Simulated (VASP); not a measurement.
# RbTeO3 (Pm-3m) in VASP: further runs, part 2 of 2

VASP 6.6.1. The steps go on from the part before.

## (4) Single point, LDA

This run uses another cell than the first one, of 13.59 Å³/atom.

The input, INCAR:

```
SYSTEM = RbTeO3
PREC = Accurate
ENCUT = 520
EDIFF = 1E-6
ISMEAR = -1
SIGMA = 0.1
LREAL = .FALSE.
LASPH = .TRUE.
NELM = 80
ALGO = Normal
ISIF = 2
LWAVE = .FALSE.
LCHARG = .FALSE.
GGA = CA
NBANDS = 24
```

The input, KPOINTS:

```
Automatic mesh
0
G
  4 4 4
  0 0 0
```

The input, POSCAR:

```
RbTeO3
1.0
    4.0801746149      0.0000000000      0.0000000000
    0.0000000000      4.0801746149      0.0000000000
    0.0000000000      0.0000000000      4.0801746149
Rb Te O
1 1 3
Direct
    0.0000000000      0.0000000000      0.0000000000
    0.5000000000      0.5000000000      0.5000000000
    0.5000000000      0.5000000000      0.0000000000
    0.0000000000      0.5000000000      0.5000000000
    0.5000000000      0.0000000000      0.5000000000
```

Command:

```sh
$ cat potpaw_LDA.64/Rb_sv/POTCAR potpaw_LDA.64/Te/POTCAR potpaw_LDA.64/O/POTCAR > POTCAR
$ mpirun -np 1 vasp_std > vasp.out
```

Run time: 8.1 s. Hardware: 1 thread of AMD EPYC 9R45 (Zen 5), shared host; peak memory 0.12 GiB.

The run converged. Its results:

| Property | Result |
| --- | --- |
| Free energy | -28.6843 eV |
| Pressure | 0.0 GPa |
| Band gap on the k mesh | zero (an odd number of electrons rules out a gap without spin polarisation) |

Levels at points of the mesh, in eV from the Fermi level:
```
           k point  band 12  band 13  band 14  band 15  band 16  band 17  band 18  band 19  band 20  band 21
(0.00, 0.00, 0.00)    -2.67    -2.67    -2.67    -2.37    -2.37    -2.37     5.97     6.01     6.01     7.35
(0.50, 0.00, 0.00)    -3.13    -2.85    -2.85    -2.81    -2.81    -0.40     4.43     7.22     7.22     7.66
(0.50, 0.50, 0.00)    -3.33    -3.33    -3.08    -3.08    -1.65     1.83     3.21     3.21     6.45     8.49
(0.50, 0.50, 0.50)    -3.47    -3.47    -1.61    -1.61    -1.61     1.69     1.69     1.69     3.87     9.25
```

Caveat: the k points lie up to 0.38 Å⁻¹ apart, too coarse for converged energies and pressures of a metal; spin-orbit coupling is left out, which moves the levels of the heavy elements; an odd number of electrons without spin polarisation forces a metal; a magnetic or distorted state may lie lower.

## (5) Single point, LDA

This run uses another cell than the first one, of 13.86 Å³/atom.

The input, INCAR:

```
  ALGO = Normal
  EDIFF = 1E-6
  ENCUT = 520
  ISIF = 2
  ISMEAR = -1
  LASPH = True
  LCHARG = False
  LREAL = False
  LWAVE = False
  NBANDS = 24
  NELM = 100
  PREC = Accurate
  SIGMA = 0.1
```

The input, KPOINTS:

```
k-points
0
Gamma
  4 4 4
```

Edit POSCAR of step 4 so:

```diff
@@ -2,5 +2,5 @@
 1.0
-    4.0801746149      0.0000000000      0.0000000000
-    0.0000000000      4.0801746149      0.0000000000
-    0.0000000000      0.0000000000      4.0801746149
+    4.1071964263      0.0000000000      0.0000000000
+    0.0000000000      4.1071964263      0.0000000000
+    0.0000000000      0.0000000000      4.1071964263
 Rb Te O
```

Command:

```sh
$ cat potpaw_LDA.64/Rb_sv/POTCAR potpaw_LDA.64/Te/POTCAR potpaw_LDA.64/O/POTCAR > POTCAR
$ mpirun -np 1 vasp_std > vasp.out
```

It took 8.8 s on 1 thread of AMD EPYC 9R45 (Zen 5), shared host; peak memory 0.13 GiB.

Results (log left out):

| Quantity | Value |
| --- | --- |
| Free energy | -28.6738 eV |
| Pressure | -2.9 GPa |
| Band gap on the k mesh | zero (an odd number of electrons rules out a gap without spin polarisation) |

Levels at points of the mesh, in eV from the Fermi level:
```
           k point  band 14  band 15  band 16  band 17  band 18  band 19
(0.00, 0.00, 0.00)    -2.46    -2.19    -2.19    -2.19     6.03     6.19
(0.50, 0.00, 0.00)    -2.63    -2.61    -2.61    -0.39     4.37     7.21
(0.50, 0.50, 0.00)    -2.90    -2.90    -1.47     1.79     3.19     3.19
(0.50, 0.50, 0.50)    -1.43    -1.43    -1.43     1.71     1.71     1.71
```

Caveat: the k points lie up to 0.38 Å⁻¹ apart, too coarse for converged energies and pressures of a metal; spin-orbit coupling is left out, which moves the levels of the heavy elements; an odd number of electrons without spin polarisation forces a metal; a magnetic or distorted state may lie lower.

## (6) Relaxation of cell and atoms, LDA

This run uses another cell than the first one, of 18.35 Å³/atom.

The input, INCAR:

```
SYSTEM = RbTeO3
PREC     = Accurate       ! precision mode
ENCUT    = 600            ! plane-wave cutoff, eV
EDIFF    = 1E-6           ! SCF threshold, eV
ISMEAR   = -1             ! smearing method
SIGMA    = 0.1            ! smearing width, eV
LREAL    = .FALSE.        ! projectors in reciprocal space
LASPH    = .TRUE.         ! aspherical terms in the spheres
NELM     = 60             ! most SCF steps
ALGO     = Normal         ! electronic algorithm
ISIF     = 3              ! what is computed and relaxed
LWAVE    = .FALSE.        ! write WAVECAR
LCHARG   = .FALSE.        ! write CHGCAR
IBRION   = 2              ! ionic algorithm
NSW      = 80             ! ionic steps
EDIFFG   = -0.01          ! ionic threshold
```

The input, KPOINTS:

```
Automatic mesh
0
G
  4 4 4
  0 0 0
```

Edit POSCAR of step 5 so:

```diff
@@ -2,5 +2,5 @@
 1.0
-    4.1071964263      0.0000000000      0.0000000000
-    0.0000000000      4.1071964263      0.0000000000
-    0.0000000000      0.0000000000      4.1071964263
+    4.5100000000      0.0000000000      0.0000000000
+    0.0000000000      4.5100000000      0.0000000000
+    0.0000000000      0.0000000000      4.5100000000
 Rb Te O
```

Potentials or basis: VASP PAW LDA potentials, release 64 (Rb_sv, Te, O).

Command:

```sh
$ cat potpaw_LDA.64/Rb_sv/POTCAR potpaw_LDA.64/Te/POTCAR potpaw_LDA.64/O/POTCAR > POTCAR
$ mpirun -np 1 vasp_std > vasp.out
```

OUTCAR:

```text
SYSTEM = RbTeO3
   PREC = Accurate
   ENCUT = 600
   EDIFF = 1E-6
   ISMEAR = -1
   LREAL = .FALSE.
   LASPH = .TRUE.
   NELM = 60
   ISIF = 3
   IBRION = 2
   NSW = 80
   EDIFFG = -0.01

 ion  position               nearest neighbor table
   1  0.000  0.000  0.000-   3 3.19   4 3.19   5 3.19   4 3.19   5 3.19   3 3.19   4 3.19   4 3.19
                             3 3.19   5 3.19   5 3.19   3 3.19   2 3.91   2 3.91   2 3.91   2 3.91
   2  0.500  0.500  0.500-   3 2.25   4 2.25   5 2.25   3 2.25   5 2.25   4 2.25   1 3.91   1 3.91
                             1 3.91   1 3.91   1 3.91   1 3.91   1 3.91   1 3.91
   3  0.500  0.500  0.000-   2 2.25   2 2.25   1 3.19   1 3.19   1 3.19   1 3.19
   4  0.000  0.500  0.500-   2 2.25   2 2.25   1 3.19   1 3.19   1 3.19   1 3.19
   5  0.500  0.000  0.500-   2 2.25   2 2.25   1 3.19   1 3.19   1 3.19   1 3.19

  LATTYP: Found a simple cubic cell.
 ALAT       =     4.5100000000

  Lattice vectors:

 A1 = (   4.5100000000,   0.0000000000,   0.0000000000)
 A2 = (   0.0000000000,   4.5100000000,   0.0000000000)
 A3 = (   0.0000000000,   0.0000000000,   4.5100000000)

Analysis of symmetry for initial positions (statically):
=====================================================================
 Subroutine PRICEL returns:
 Original cell was already a primitive cell.

 Routine SETGRP: Setting up the symmetry group for a
 simple cubic supercell.

 Subroutine GETGRP returns: Found 48 space group operations
 (whereof 48 operations were pure point group operations)
 out of a pool of 48 trial point group operations.

The static configuration has the point symmetry O_h .

Analysis of symmetry for dynamics (positions and initial velocities):
=====================================================================
 Subroutine PRICEL returns:
 Original cell was already a primitive cell.

 Routine SETGRP: Setting up the symmetry group for a
 simple cubic supercell.

 Subroutine GETGRP returns: Found 48 space group operations
 (whereof 48 operations were pure point group operations)
 out of a pool of 48 trial point group operations.

The dynamic configuration has the point symmetry O_h .

 Subroutine INISYM returns: Found 48 space group operations
 (whereof 48 operations are pure point group operations),
 and found     1 'primitive' translations

[... 106 lines left out ...]
  volume/ion in A,a.u.               =      18.35       123.81
  Fermi-wavevector in a.u.,A,eV,Ry     =   1.164313  2.200232 18.444382  1.355624
  Thomas-Fermi vector in A             =   2.300852
   LORBIT       =      0    0 simple, 1 ext, 2 COOP (PROOUT), +10 PAW based schemes
   GGA     = CA    functional components
   LHFCALC =     F    Hartree Fock is set to
   AEXX    =    0.0000 exact exchange contribution
   IVDW    =     0    specifies the selected vdW correction
   LEPSILON=     F    determine dielectric tensor
   LRPA    =     F    only Hartree local field effects (RPA)
 conjugate gradient relaxation of ions
 non-spin polarized calculation
  energy-cutoff  :      600.00
  volume of cell :       91.73
 maximum number of plane-waves:      3112
   NGX = 19   NGY = 19   NGZ = 19

--------------------------------------- Ionic step        1  -------------------------------------------

 number of electron      33.0000004 magnetization

 Free energy of the ion-electron system (eV)
  ---------------------------------------------------
  ext. energy  EPLUGINS =         0.00000000
  ---------------------------------------------------
  free energy    TOTEN  =       -26.60211101 eV

  energy without entropy =      -26.49573296  energy(sigma->0) =      -26.54892198

 E-fermi :   1.1100     XC(G=0):  -9.7978

 val. band max:        1.1017711476   @ k =   0.5000   0.5000   0.5000
 cond. band min:       1.1215042795   @ k =   0.5000   0.2500   0.0000
 fundamental gap:      0.0197331318
 Fermi energy:         1.1100296724

 k-point     1 :       0.0000    0.0000    0.0000
  band No.  band energies     occupation
      1     -22.6233      2.00000
      2     -16.0791      2.00000
      3     -14.2709      2.00000
      4     -14.2709      2.00000
      5      -6.8787      2.00000
      6      -6.8787      2.00000
[... 329 lines left out ...]
  FREE ENERGIE OF THE ION-ELECTRON SYSTEM (eV)
  ---------------------------------------------------
  free  energy   TOTEN  =       -28.7346860395 eV

  energy  without entropy=      -28.7145373393  energy(sigma->0) =      -28.72461169

[... ionic steps 4 to 10 ...]

--------------------------------------- Ionic step       11  -------------------------------------------

 number of electron      32.9999988 magnetization

------------------------ aborting loop because EDIFF is reached ----------------------------------------
[... 73 lines left out ...]
--------------------------------------- Ionic step       13  -------------------------------------------

 number of electron      32.9999988 magnetization

 Free energy of the ion-electron system (eV)
  ---------------------------------------------------
  ext. energy  EPLUGINS =         0.00000000
  ---------------------------------------------------
  free energy    TOTEN  =       -28.73470981 eV

  energy without entropy =      -28.71454029  energy(sigma->0) =      -28.72462505

 E-fermi :   5.2122     XC(G=0): -11.2223

 val. band max:        4.8107295733   @ k =   0.5000   0.0000   0.0000
 cond. band min:       5.3824142531   @ k =   0.5000   0.2500   0.0000
 fundamental gap:      0.5716846797
 Fermi energy:         5.2122314975

 k-point     1 :       0.0000    0.0000    0.0000
  band No.  band energies     occupation
      1     -19.7814      2.00000
      2     -15.2938      2.00000
      3     -12.2407      2.00000
      4     -12.2407      2.00000
      5      -4.5897      2.00000
      6      -4.5897      2.00000
[... 251 lines left out ...]
  FREE ENERGIE OF THE ION-ELECTRON SYSTEM (eV)
  ---------------------------------------------------
  free  energy   TOTEN  =       -28.7347098060 eV

  energy  without entropy=      -28.7145402850  energy(sigma->0) =      -28.72462505

 reached required accuracy - stopping structural energy minimisation
```

OSZICAR:

```text
N       E                     dE             d eps       ncg     rms          rms(c)
DAV:   1     0.215929812186E+03    0.21593E+03   -0.17519E+04   400   0.167E+03
DAV:   2    -0.172670448031E+02   -0.23320E+03   -0.22699E+03   580   0.306E+02
DAV:   3    -0.318031762734E+02   -0.14536E+02   -0.14417E+02   468   0.825E+01
[... 93 lines left out ...]
DAV:   1    -0.287352820813E+02   -0.74673E-03   -0.13947E-02   428   0.950E-01    0.266E-01
DAV:   2    -0.287347735988E+02    0.50848E-03   -0.21857E-03   408   0.345E-01    0.728E-02
DAV:   3    -0.287347207175E+02    0.52881E-04   -0.11200E-04   440   0.832E-02    0.233E-02
DAV:   4    -0.287347104609E+02    0.10257E-04   -0.35558E-05   540   0.327E-02    0.212E-02
DAV:   5    -0.287347098060E+02    0.65488E-06   -0.42440E-06   528   0.112E-02
  13 F= -.28734710E+02 E0= -.28724625E+02  d E =-.552822E-03
```

CONTCAR:

```text
RbTeO3
   1.00000000000000
     4.0801248859892931    0.0000000000000000    0.0000000000000000
    -0.0000000000000000    4.0801248859892931    0.0000000000000000
    -0.0000000000000000    0.0000000000000000    4.0801248859892931
  Rb              Te              O
     1     1     3
Direct
     0.0000000000000000    0.0000000000000000    0.0000000000000000
     0.5000000000000000    0.5000000000000000    0.5000000000000000
     0.5000000000000000    0.5000000000000000    0.0000000000000000
     1.0000000000000000    0.5000000000000000    0.5000000000000000
     0.5000000000000000    0.0000000000000000    0.5000000000000000

  0.00000000E+00  0.00000000E+00  0.00000000E+00
  0.00000000E+00  0.00000000E+00  0.00000000E+00
  0.00000000E+00  0.00000000E+00  0.00000000E+00
  0.00000000E+00  0.00000000E+00  0.00000000E+00
  0.00000000E+00  0.00000000E+00  0.00000000E+00
```

Run time: 69 s. Hardware: 1 thread of AMD EPYC 9R45 (Zen 5), shared host; peak memory 0.17 GiB.

Results:

```
Free energy                           : -28.7347 eV
Relaxed volume                        : 13.58 Å³/atom
Relaxed cell                          : a = 4.080 Å, b = 4.080 Å, c = 4.080 Å, α = 90.00°, β = 90.00°, γ = 90.00°
Space group after relaxing (to 0.1 Å) : Pm-3m (No. 221)
Energy gained by relaxing             : 426.5 meV/atom
Ionic steps                           : 13
Pressure after relaxing               : -0.1 GPa
Band gap on the k mesh                : zero (an odd number of electrons rules out a gap without spin polarisation)
```

The path:
| step | energy change (eV) | largest force (eV/Å) | pressure (GPa) | volume (Å³) |
| --- | --- | --- | --- | --- |
| 1 | 0.0000 | 0.0000 | -19.80 | 91.73 |
| 2 | -2.0579 | 0.0000 | 8.12 | 64.80 |
| 3 | -2.1326 | 0.0000 | 0.16 | 67.82 |
| 4 | -2.1317 | 0.0000 | -0.82 | 68.25 |
| 5 | -2.1318 | 0.0000 | -0.79 | 68.23 |
| 6 | -2.1320 | 0.0000 | -0.64 | 68.17 |
| 7 | -2.1321 | 0.0000 | -0.64 | 68.17 |
| 8 | -2.1321 | 0.0000 | -0.64 | 68.16 |
| 9 | -2.1321 | 0.0000 | -0.62 | 68.15 |
| 10 | -2.1322 | 0.0000 | -0.60 | 68.14 |
| 11 | -2.1323 | 0.0000 | -0.52 | 68.11 |
| 12 | -2.1324 | 0.0000 | -0.37 | 68.05 |
| 13 | -2.1326 | 0.0000 | -0.09 | 67.92 |

Final structure:
```
Rb Te O
1.0
     4.08012    0.00000    0.00000
     0.00000    4.08012    0.00000
     0.00000    0.00000    4.08012
Rb Te O
1 1 3
Cartesian
  0.0000 0.0000 0.0000
  2.0401 2.0401 2.0401
  2.0401 2.0401 0.0000
  4.0801 2.0401 2.0401
  2.0401 0.0000 2.0401
```

Levels at points of the mesh, in eV from the Fermi level:
| k point | band 14 | band 15 | band 16 | band 17 | band 18 | band 19 |
| --- | --- | --- | --- | --- | --- | --- |
| (0.00, 0.00, 0.00) | -2.67 | -2.37 | -2.37 | -2.37 | 5.98 | 6.02 |
| (0.50, 0.00, 0.00) | -2.85 | -2.81 | -2.81 | -0.40 | 4.43 | 7.22 |
| (0.50, 0.50, 0.00) | -3.08 | -3.08 | -1.66 | 1.83 | 3.22 | 3.22 |
| (0.50, 0.50, 0.50) | -1.62 | -1.62 | -1.62 | 1.70 | 1.70 | 1.70 |

Caveat: the volume moved by over 15 % at a fixed basis, so the end points are rough; spin-orbit coupling is left out, which moves the levels of the heavy elements; an odd number of electrons without spin polarisation forces a metal; a magnetic or distorted state may lie lower.

## (7) Summary

| task | cell | cutoff (eV) | gap on the mesh (eV) | pressure (GPa) |
| --- | --- | --- | --- | --- |
| single point | a = 4.053 Å, 5 atoms | 520 | none | 3.3 |
| single point | a = 4.080 Å, 5 atoms | 520 | none | 0.0 |
| single point | a = 4.107 Å, 5 atoms | 520 | none | -2.9 |
| relaxation of cell and atoms | relaxed from a = 4.510 Å, 5 atoms | 600 | none | -0.1 |

Alike in all rows: level LDA; potentials or basis VASP PAW LDA potentials, release 64 (Rb_sv, Te, O); no spin polarisation; k mesh 4 × 4 × 4; smearing fermi-dirac 0.1 eV.

Caveats: some runs use coarse meshes; spin-orbit coupling is left out, which moves the levels of the heavy elements; an odd number of electrons without spin polarisation forces a metal; a magnetic or distorted state may lie lower; the volume moved by over 15 % at a fixed basis, so the end points are rough (at least some runs).

Absolute energies hang on the potentials; compare differences alone.
